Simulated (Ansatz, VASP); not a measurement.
One calculation of WS2, two programs

The input INCAR:

```
PREC     = Accurate       # precision mode
ENCUT    = 520            # plane-wave cutoff, eV
EDIFF    = 1E-6           # SCF threshold, eV
ISMEAR   = 0              # smearing method
SIGMA    = 0.05           # smearing width, eV
LREAL    = False          # projectors in reciprocal space
LASPH    = True           # aspherical terms in the spheres
NELM     = 80             # most SCF steps
ALGO     = Normal         # electronic algorithm
ISIF     = 2              # what is computed and relaxed
LWAVE    = False          # write WAVECAR
LCHARG   = False          # write CHGCAR
LDIPOL   = True         
IDIPOL   = 3            
DIPOL    = 0.5 0.5 0.401
GGA      = PE             # functional
IVDW     = 12             # dispersion correction
NBANDS   = 35             # bands
```

File KPOINTS:

```
regular mesh
0
Gamma
  9 9 1
```

The input POSCAR:

```
WS2
1.0
    3.1595457497      0.0000000000      0.0000000000
   -1.5797728749      2.7362468836      0.0000000000
    0.0000000000      0.0000000000     23.8042575719
S W
4 2
Direct
    0.3333333333      0.6666666667      0.1890418126
    0.3333333333      0.6666666667      0.3214605103
    0.6666666667      0.8333333333      0.4806757258
    0.6666666667      0.8333333333      0.6130944235
    0.6666666667      0.3333333333      0.2552511581
    0.3333333333      1.1666666667      0.5468850713
```

Input for Ansatz:

```yaml
crystal:
  lattice:
    - [3.1595457497, 0.0, 0.0]
    - [-1.5797728749, 2.7362468836, 0.0]
    - [0.0, 0.0, 23.8042575719]
  atoms:
    - { symbol: S, position: [0.3333333333, 0.6666666667, 0.1890418126] }
    - { symbol: W, position: [0.6666666667, 0.3333333333, 0.2552511581] }
    - { symbol: S, position: [0.3333333333, 0.6666666667, 0.3214605103] }
    - { symbol: S, position: [0.6666666667, 0.8333333333, 0.4806757258] }
    - { symbol: W, position: [0.3333333333, 1.1666666667, 0.5468850713] }
    - { symbol: S, position: [0.6666666667, 0.8333333333, 0.6130944235] }
basis:
  ecutwfc: 420
kpoints:
  mp_grid: { grid: [9, 9, 1] }
hamiltonian:
  xc: pbe
  pseudopotentials: { kind: paw, azcp: { folder: soft_1 } }
  dispersion: d3bj
scf:
  occupations: { method: gaussian, width: 0.05 }
output:
  forces: true
  eigenvalues: true
efield:
  axis: 3
  dipole_correction: true
  ramp_width: 0.04
```

Alike in both runs: task single point; functional PBE; dispersion D3(BJ); k mesh 9 × 9 × 1; occupations gaussian, width 0.05 eV; no spin polarisation.

|  | VASP | Ansatz |
| --- | --- | --- |
| version | VASP 6.6.1 | Ansatz 0.2.0 |
| potentials or method | VASP PAW PBE potentials, release 64 (S, W_sv), cutoff 520 eV | scalar-relativistic, plane waves, PAW |
| valence electrons in the cell | 52 | 52 |

|  | VASP | Ansatz | Ansatz less VASP |
| --- | --- | --- | --- |
| gap on the k mesh at the Fermi level (eV) | 1.85 | 1.84 | -0.013 |
| least direct gap on the mesh (eV) | 1.92 | 1.92 | -0.003 |
| rms of the force components (eV/Å) | 0.023 | 0.022 | -0.0006 |

Neither program's run includes spin-orbit coupling.
